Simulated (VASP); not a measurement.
# Si2W (P6_222) in VASP: further runs, part 2 of 2

VASP 6.6.1. Earlier steps stand in the parts before.

## Step 3: Single point, PBE

This run uses another cell than the first one, of the same volume but with other edges.

File INCAR:

```
SYSTEM = Si2W
  ALGO = Normal
  EDIFF = 1E-6
  ENCUT = 520
  GGA = PE
  ISIF = 2
  ISMEAR = 0
  LASPH = .TRUE.
  LCHARG = .FALSE.
  LREAL = .FALSE.
  LWAVE = .FALSE.
  NBANDS = 43
  NELM = 80
  PREC = Accurate
  SIGMA = 0.03
```

File KPOINTS:

```
k-points
0
G
  9 9 6
  0 0 0
```

File POSCAR:

```
Si2W
1.0
    4.6646658316      0.0000000000      0.0000000000
   -2.3323329158      4.0397191103      0.0000000000
    0.0000000000      0.0000000000      6.5044100356
Si W
6 3
Direct
    0.8676230516      0.7352461033      0.5000000000
    0.1323769484      0.8676230516      0.8333333333
    0.7352461033      0.8676230516      0.1666666667
    0.1323769484      0.2647538967      0.5000000000
    0.8676230516      0.1323769484      0.8333333333
    0.2647538967      0.1323769484      0.1666666667
    0.0000000000      0.5000000000      0.1666666667
    0.5000000000      0.5000000000      0.8333333333
    0.5000000000      0.0000000000      0.5000000000
```

Potentials or basis: VASP PAW PBE potentials, release 64 (Si, W_sv).

Command:

```bash
$ cat potpaw_PBE.64/Si/POTCAR potpaw_PBE.64/W_sv/POTCAR > POTCAR
$ mpirun -np 1 vasp_std > vasp.out
```

OUTCAR:

```text
SYSTEM = Si2W
   EDIFF = 1E-6
   ENCUT = 520
   GGA = PE
   ISIF = 2
   ISMEAR = 0
   LASPH = .TRUE.
   LREAL = .FALSE.
   NELM = 80
   PREC = Accurate

 ion  position               nearest neighbor table
   1  0.868  0.735  0.500-   4 2.14   3 2.42   2 2.42   9 2.57   9 2.57   8 2.64   7 2.64   6 2.85
                             5 2.85   9 2.97   4 3.01   4 3.01
   2  0.132  0.868  0.833-   5 2.14   1 2.42   6 2.42   8 2.57   8 2.57   9 2.64   7 2.64   4 2.85
                             3 2.85   8 2.97   5 3.01   5 3.01
   3  0.735  0.868  0.167-   6 2.14   1 2.42   5 2.42   7 2.57   7 2.57   9 2.64   8 2.64   4 2.85
                             2 2.85   7 2.97   6 3.01   6 3.01
   4  0.132  0.265  0.500-   1 2.14   6 2.42   5 2.42   9 2.57   9 2.57   8 2.64   7 2.64   3 2.85
                             2 2.85   9 2.97   1 3.01   1 3.01
   5  0.868  0.132  0.833-   2 2.14   4 2.42   3 2.42   8 2.57   8 2.57   9 2.64   7 2.64   1 2.85
                             6 2.85   8 2.97   2 3.01   2 3.01
   6  0.265  0.132  0.167-   3 2.14   4 2.42   2 2.42   7 2.57   7 2.57   9 2.64   8 2.64   1 2.85
                             5 2.85   7 2.97   3 3.01   3 3.01
   7  0.000  0.500  0.167-   3 2.57   6 2.57   6 2.57   3 2.57   1 2.64   4 2.64   2 2.64   5 2.64
                             3 2.97   6 2.97   9 3.18   9 3.18   8 3.18   8 3.18
   8  0.500  0.500  0.833-   5 2.57   2 2.57   2 2.57   5 2.57   1 2.64   4 2.64   3 2.64   6 2.64
                             5 2.97   2 2.97   9 3.18   9 3.18   7 3.18   7 3.18
   9  0.500  0.000  0.500-   1 2.57   4 2.57   4 2.57   1 2.57   5 2.64   2 2.64   6 2.64   3 2.64
                             4 2.97   1 2.97   7 3.18   8 3.18   8 3.18   7 3.18

  LATTYP: Found a hexagonal cell.
 ALAT       =     4.6646658316
 C/A-ratio  =     1.3944000000

  Lattice vectors:

 A1 = (   4.6646658316,   0.0000000000,   0.0000000000)
 A2 = (  -2.3323329158,   4.0397191103,   0.0000000000)
 A3 = (   0.0000000000,   0.0000000000,   6.5044100356)

Analysis of symmetry for initial positions (statically):
=====================================================================
 Subroutine PRICEL returns:
 Original cell was already a primitive cell.

 Routine SETGRP: Setting up the symmetry group for a
 hexagonal supercell.

[... 166 lines left out ...]
 Gauss-broadening in eV      SIGMA  =   0.03
  energy-cutoff  :      520.00
  volume of cell :      122.57
 maximum number of plane-waves:      3328
 NGX is ok and might be reduce to    36

 number of electron      66.0000008 magnetization

 Free energy of the ion-electron system (eV)
  ---------------------------------------------------
  ext. energy  EPLUGINS =         0.00000000
  ---------------------------------------------------
  free energy    TOTEN  =       -70.00902282 eV

  energy without entropy =      -70.00652705  energy(sigma->0) =      -70.00777493

 E-fermi :  12.1209     XC(G=0): -12.4306

 val. band max:       12.1152867266   @ k =   0.3333   0.1111   0.5000
 cond. band min:      12.1288117149   @ k =   0.0000   0.0000   0.0000
 fundamental gap:      0.0135249882
 Fermi energy:        12.1209375453

 k-point     1 :       0.0000    0.0000    0.0000
  band No.  band energies     occupation
      1     -62.1403      2.00000
      2     -62.1280      2.00000
      3     -62.1280      2.00000
      4     -26.6298      2.00000
      5     -26.6298      2.00000
      6     -26.5584      2.00000
[... 1093 lines left out ...]
     42      15.4154      0.00000
     43      15.8789      0.00000

 [... further k-points ...]

------------------------ aborting loop because EDIFF is reached ----------------------------------------

  FORCE on cell =-STRESS in cart. coord.  units (eV):
  Direction    XX          YY          ZZ          XY          YZ          ZX
  --------------------------------------------------------------------------------------
  -------------------------------------------------------------------------------------
  Total       10.0946371     10.0946371      5.1824602      0.0000000     -0.0000000      0.0000000
  in kB      131.9537315    131.9537315     67.7433919      0.0000000     -0.0000000      0.0000000
  external PRESSURE =     110.5502850 kB  Pullay stress =       0.0000000 kB

 VOLUME and BASIS-vectors are now :
 -----------------------------------------------------------------------------
  energy-cutoff  :      520.00
  volume of cell :      122.57
      direct lattice vectors                 reciprocal lattice vectors
     4.664665832  0.000000000  0.000000000     0.214377629  0.123770982  0.000000000
    -2.332332916  4.039719110  0.000000000     0.000000000  0.247541963  0.000000000
     0.000000000  0.000000000  6.504410036     0.000000000  0.000000000  0.153741845

 POSITION                                       TOTAL-FORCE (eV/Angst)
 -----------------------------------------------------------------------------------
      2.33233      2.97019      3.25221        -0.000000     -5.941482      0.000000
     -1.40609      3.50495      5.42034         5.145474     -2.970741      0.000000
      1.40609      3.50495      1.08407        -5.145474     -2.970741      0.000000
      0.00000      1.06953      3.25221         0.000000      5.941482      0.000000
      3.73842      0.53477      5.42034        -5.145474      2.970741      0.000000
      0.92624      0.53477      1.08407         5.145474      2.970741      0.000000
     -1.16617      2.01986      1.08407         0.000000      0.000000     -0.000000
      1.16617      2.01986      5.42034         0.000000      0.000000     -0.000000
      2.33233      0.00000      3.25221         0.000000      0.000000      0.000000
 -----------------------------------------------------------------------------------
    total drift:                               -0.000000      0.000000      0.000000

  FREE ENERGIE OF THE ION-ELECTRON SYSTEM (eV)
  ---------------------------------------------------
  free  energy   TOTEN  =       -70.0090228162 eV

  energy  without entropy=      -70.0065270525  energy(sigma->0) =      -70.00777493
```

stdout:

```text
POSCAR found type information on POSCAR SiW
 POSCAR found :  2 types and       9 ions
 scaLAPACK will be used
 LDA part: xc-table for (Slater+PW92), standard interpolation
 POSCAR, INCAR and KPOINTS ok, starting setup
 FFT: planning ... GRIDC
 FFT: planning ... GRID_SOFT
 FFT: planning ... GRID
 WAVECAR not read
 entering main loop
```

Wall time 6.1 min (1 thread of Intel Xeon 8259CL, shared host); peak memory 0.35 GiB.

Results:

- Free energy: -70.0090 eV
- Pressure: 11.1 GPa
- Largest force: 5.941 eV/Å
- Band gap on the k mesh: zero (bands 33 and 34 overlap by 0.80 eV)

Forces on the atoms (eV/Å):
```
Si   0.000 -5.941  0.000
Si   5.145 -2.971  0.000
Si  -5.145 -2.971  0.000
Si   0.000  5.941  0.000
Si  -5.145  2.971  0.000
Si   5.145  2.971  0.000
W    0.000  0.000  0.000
W    0.000  0.000  0.000
W    0.000  0.000  0.000
```

Stress tensor (GPa, compression positive):
```
13.20  0.00  0.00
 0.00 13.20  0.00
 0.00  0.00  6.77
```

Levels at points of the mesh, in eV from the Fermi level:
```csv
k point,band 29,band 30,band 31,band 32,band 33,band 34,band 35,band 36,band 37,band 38
"(0.00, 0.00, 0.00)",-3.71,-2.44,-2.44,-1.04,0.01,0.92,0.92,1.81,2.21,2.34
"(0.00, 0.00, 0.50)",-2.73,-1.69,-1.69,-0.05,-0.05,1.47,1.47,1.91,1.91,2.40
```

Caveat: the stress differs along the axes, from 7 to 13 GPa; spin-orbit coupling is left out, which moves the levels of the heavy elements; forces of over 1 eV/Å act on the atoms, so gaps and moduli don't describe the material at rest.

## Step 4: Single point, PBE

File INCAR:

```
PREC = Accurate
ENCUT = 520
EDIFF = 1E-6
ISMEAR = 0
SIGMA = 0.03
LREAL = F
LASPH = T
NELM = 60
ALGO = Normal
ISIF = 2
LWAVE = F
LCHARG = T
GGA = PE
LELF = T
LVHAR = T
NBANDS = 43
```

File KPOINTS:

```
Automatic mesh
0
Gamma
  9 9 6
```

File POSCAR:

```
Si2W
1.0
    4.5900641255      0.0000000000      0.0000000000
   -2.2950320628      3.9751121377      0.0000000000
    0.0000000000      0.0000000000      6.7175588476
Si W
6 3
Direct
    0.8488551621      0.6977103243      0.5000000000
    0.1511448379      0.8488551621      0.8333333333
    0.6977103243      0.8488551621      0.1666666667
    0.1511448379      0.3022896757      0.5000000000
    0.8488551621      0.1511448379      0.8333333333
    0.3022896757      0.1511448379      0.1666666667
    0.0000000000      0.5000000000      0.1666666667
    0.5000000000      0.5000000000      0.8333333333
    0.5000000000      0.0000000000      0.5000000000
```

Command:

```bash
$ cat potpaw_PBE.64/Si/POTCAR potpaw_PBE.64/W_sv/POTCAR > POTCAR
$ mpirun -np 1 vasp_std > vasp.out
```

It took 5.4 min on 1 thread of Intel Xeon 8259CL, shared host; peak memory 0.36 GiB.

It converged, with:

- Free energy: -73.2521 eV
- Pressure: 1.2 GPa
- Largest force: 1.965 eV/Å
- Band gap on the k mesh: zero (bands 33 and 34 overlap by 0.18 eV)

Forces on the atoms (eV/Å):
```
Si   0.000 -1.965  0.000
Si   1.702 -0.982  0.000
Si  -1.702 -0.982  0.000
Si   0.000  1.965  0.000
Si  -1.702  0.982  0.000
Si   1.702  0.982  0.000
W    0.000  0.000  0.000
W    0.000  0.000  0.000
W    0.000  0.000  0.000
```

Stress tensor (GPa, compression positive):
```
 3.56  0.00  0.00
 0.00  3.56  0.00
 0.00  0.00 -3.48
```

Levels at points of the mesh, in eV from the Fermi level:
```csv
k point,band 30,band 31,band 32,band 33,band 34,band 35,band 36,band 37
"(0.00, 0.00, 0.00)",-2.90,-2.90,-1.83,-0.58,1.74,1.74,2.29,2.40
"(0.00, 0.00, 0.50)",-2.13,-2.13,-0.58,-0.58,1.77,1.77,2.19,2.34
```

Caveat: the stress differs along the axes, from -3 to 4 GPa; spin-orbit coupling is left out, which moves the levels of the heavy elements; forces of over 1 eV/Å act on the atoms, so gaps and moduli don't describe the material at rest.

## Step 5: Single point, PBE

This run uses another cell than the first one, of the same volume but with other edges.

File INCAR:

```
SYSTEM = Si2W
PREC = Accurate
ENCUT = 520
EDIFF = 1E-6
ISMEAR = 0
SIGMA = 0.03
LREAL = .FALSE.
LASPH = .TRUE.
NELM = 100
ALGO = Normal
ISIF = 2
LWAVE = .FALSE.
LCHARG = .TRUE.
GGA = PE
LELF = .TRUE.
LVHAR = .TRUE.
NBANDS = 43
```

File KPOINTS:

```
regular mesh
0
G
  9 9 6
  0 0 0
```

File POSCAR:

```
Si2W
1.0
    4.5199185558      0.0000000000      0.0000000000
   -2.2599592779      3.9143642923      0.0000000000
    0.0000000000      0.0000000000      6.9276791704
Si W
6 3
Direct
    0.8113193831      0.6226387663      0.5000000000
    0.1886806169      0.8113193831      0.8333333333
    0.6226387663      0.8113193831      0.1666666667
    0.1886806169      0.3773612337      0.5000000000
    0.8113193831      0.1886806169      0.8333333333
    0.3773612337      0.1886806169      0.1666666667
    0.0000000000      0.5000000000      0.1666666667
    0.5000000000      0.5000000000      0.8333333333
    0.5000000000      0.0000000000      0.5000000000
```

Command:

```bash
$ cat potpaw_PBE.64/Si/POTCAR potpaw_PBE.64/W_sv/POTCAR > POTCAR
$ mpirun -np 1 vasp_std > vasp.out
```

It took 7.7 min on 1 thread of Intel Xeon 8259CL, shared host; peak memory 0.36 GiB.

Results (log left out):

- Free energy: -71.7086 eV
- Pressure: 6.7 GPa
- Largest force: 3.164 eV/Å
- Band gap on the k mesh: 0.21 eV (least direct gap 0.73 eV)

Forces in eV/Å, atoms in the order of the input:
```
Si   0.000  3.164  0.000
Si  -2.740  1.582  0.000
Si   2.740  1.582  0.000
Si   0.000 -3.164  0.000
Si   2.740 -1.582  0.000
Si  -2.740 -1.582  0.000
W    0.000  0.000  0.000
W    0.000  0.000  0.000
W    0.000  0.000  0.000
```

Stress tensor (GPa, compression positive):
```
12.60  0.00  0.00
 0.00 12.60  0.00
 0.00  0.00 -5.13
```

Levels at points of the mesh, in eV from the valence-band top:
```
           k point  band 29  band 30  band 31  band 32  band 33  band 34  band 35  band 36  band 37  band 38
(0.00, 0.00, 0.00)    -2.51    -1.77    -1.77    -1.38    -0.99     2.56     2.76     2.76     3.06     3.15
(0.00, 0.00, 0.50)    -2.07    -2.07    -1.03    -1.03    -0.57     1.31     2.16     2.42     2.42     2.83
```

Caveat: the stress differs along the axes, from -5 to 13 GPa; spin-orbit coupling is left out, which moves the levels of the heavy elements; forces of over 1 eV/Å act on the atoms, so gaps and moduli don't describe the material at rest. A k mesh can miss the band edges.

## Step 6: The runs side by side

| cell | gap on the mesh (eV) | pressure (GPa) | largest force (eV/Å) |
| --- | --- | --- | --- |
| a = 4.614, b = 4.614, c = 6.647 Å, angles 90.0, 90.0, 120.0°, 9 atoms, atomic positions A | none | 0.2 | 0.88 |
| a = 4.665, b = 4.665, c = 6.504 Å, angles 90.0, 90.0, 120.0°, 9 atoms, atomic positions B | none | 11.1 | 5.94 |
| a = 4.590, b = 4.590, c = 6.718 Å, angles 90.0, 90.0, 120.0°, 9 atoms, atomic positions C | none | 1.2 | 1.96 |
| a = 4.520, b = 4.520, c = 6.928 Å, angles 90.0, 90.0, 120.0°, 9 atoms, atomic positions D | 0.21 | 6.7 | 3.16 |

Alike in all rows: task single point; level PBE; potentials or basis VASP PAW PBE potentials, release 64 (Si, W_sv); no spin polarisation; k mesh 9 × 9 × 6; cutoff (eV) 520; smearing gaussian 0.03 eV.

Caveats: spin-orbit coupling is left out, which moves the levels of the heavy elements; forces of over 1 eV/Å act on the atoms, so gaps and moduli don't describe the material at rest (at least some runs); the stress differs along the axes, from 7 to 13 GPa (at least some runs); the stress differs along the axes, from -3 to 4 GPa (at least some runs); the stress differs along the axes, from -5 to 13 GPa (at least some runs).

Total energies depend on the potentials used, so only differences within one code and one set of settings carry meaning.

The gap in the log of VASP goes by the Fermi energy; the results here count the filled bands.